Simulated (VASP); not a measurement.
The system is InP.

```
In P
1.0
     0.00000    2.76883    2.76883
     2.76883    0.00000    2.76883
     2.76883    2.76883    0.00000
In P
1 1
Direct
  0.00000 0.00000 0.00000
  0.50000 0.50000 0.50000
```

- Program: VASP 6.6.1
- Task: relaxation of cell and atoms
- Functional: B3LYP
- Potentials or basis: VASP PAW PBE potentials, release 64 (In_d, P)
- Cutoff: 600 eV
- k mesh: 4 × 4 × 4
- Occupations: fermi-dirac, width 0.05 eV
- Spin: no spin polarisation

At the start: pressure 2.1 GPa; volume 21.23 Å³/atom.

How do energy, volume and symmetry change on relaxing?

Over 3 steps the energy falls by 3.6 meV/atom and the volume is 21.80 Å³/atom (+2.7 %); space group Fm-3m (No. 225, to 0.05 Å).

The path:
| step | energy change (eV) | largest force (eV/Å) | pressure (GPa) | volume (Å³) |
| --- | --- | --- | --- | --- |
| 1 | 0.0000 | 0.0000 | 2.07 | 42.45 |
| 2 | -0.0055 | 0.0000 | -0.91 | 44.16 |
| 3 | -0.0072 | 0.0000 | -0.06 | 43.59 |

Final structure:
```
In P
1.0
     0.00000    2.79334    2.79334
     2.79334    0.00000    2.79334
     2.79334    2.79334    0.00000
In P
1 1
Direct
  0.00000 0.00000 0.00000
  0.50000 0.50000 0.50000
```

Caveat: the k points lie up to 0.49 Å⁻¹ apart in the final cell; the PAW data sets were made with another functional, which shifts forces and pressure a little.
